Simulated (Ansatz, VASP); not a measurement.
Al2BC3: VASP beside Ansatz

File INCAR:

```
SYSTEM = Al2BC3
PREC = Accurate
ENCUT = 600
EDIFF = 1E-6
ISMEAR = 0
SIGMA = 0.1
LREAL = .False.
LASPH = .True.
NELM = 60
ALGO = Normal
ISIF = 3
LWAVE = .False.
LCHARG = .False.
GGA = PE
IBRION = 2
NSW = 100
EDIFFG = -0.01
```

Contents of KPOINTS:

```
Automatic mesh
0
Gamma
  18 18 4
  0 0 0
```

POSCAR

```
Al2BC3
1.0
    2.6309050528      0.0000000000      0.0000000000
   -1.3154525264      2.2784306107      0.0000000000
    0.0000000000      0.0000000000     11.3382669431
Al B C
2 1 3
Direct
    0.6666666667      0.3333333333      0.1837483456
    0.6666666667      0.3333333333      0.8162516544
    0.0000000000      0.0000000000      0.0000000000
    0.0000000000      0.0000000000      0.5000000000
    0.3333333333      0.6666666667      0.0000000000
    0.3333333333      0.6666666667      0.5000000000
```

Input for Ansatz:

```yaml
crystal:
  lattice:
    - [2.6309050528, 0.0, 0.0]
    - [-1.3154525264, 2.2784306107, 0.0]
    - [0.0, 0.0, 11.3382669431]
  atoms:
    - { symbol: Al, position: [0.6666666667, 0.3333333333, 0.1837483456] }
    - { symbol: Al, position: [0.6666666667, 0.3333333333, 0.8162516544] }
    - { symbol: B, position: [0.0, 0.0, 0.0] }
    - { symbol: C, position: [0.0, 0.0, 0.5] }
    - { symbol: C, position: [0.3333333333, 0.6666666667, 0.0] }
    - { symbol: C, position: [0.3333333333, 0.6666666667, 0.5] }
basis:
  ecutwfc: 420
kpoints:
  mp_grid: { grid: [18, 18, 4] }
hamiltonian:
  xc: pbe
scf:
  occupations: { method: gaussian, width: 0.1 }
output:
  forces: true
  stress: true
  eigenvalues: true
relax:
  adjacent_minimum: "off"
  f_tol: 0.01
  max_steps: 80
  cell: { stress_tol: 0.05 }
```

Change from the starting cell: species swapped into the Ce2CoSi3 type (P-6m2, No. 187).

Alike in both runs: task relaxation of cell and atoms; functional PBE; k mesh 18 × 18 × 4; occupations gaussian, width 0.1 eV; no spin polarisation.

|  | VASP | Ansatz |
| --- | --- | --- |
| version | VASP 6.6.1 | Ansatz 0.2.0 |
| potentials or method | VASP PAW PBE potentials, release 64 (Al, B, C), cutoff 600 eV | scalar-relativistic, plane waves, PAW |
| valence electrons in the cell | 21 | 21 |

|  | VASP | Ansatz | Ansatz less VASP |
| --- | --- | --- | --- |
| gap on the k mesh at the Fermi level, each at its own relaxed structure (eV) | none | none | - |
| relaxed volume (Å³/atom) | 11.45 | 11.42 | -0.030 |
| relaxed length of the cell vector where the two differ most in proportion (Å) | 11.463 | 11.432 | -0.0303 |

A gap of «none» marks a metal or a gap that the smearing closes.
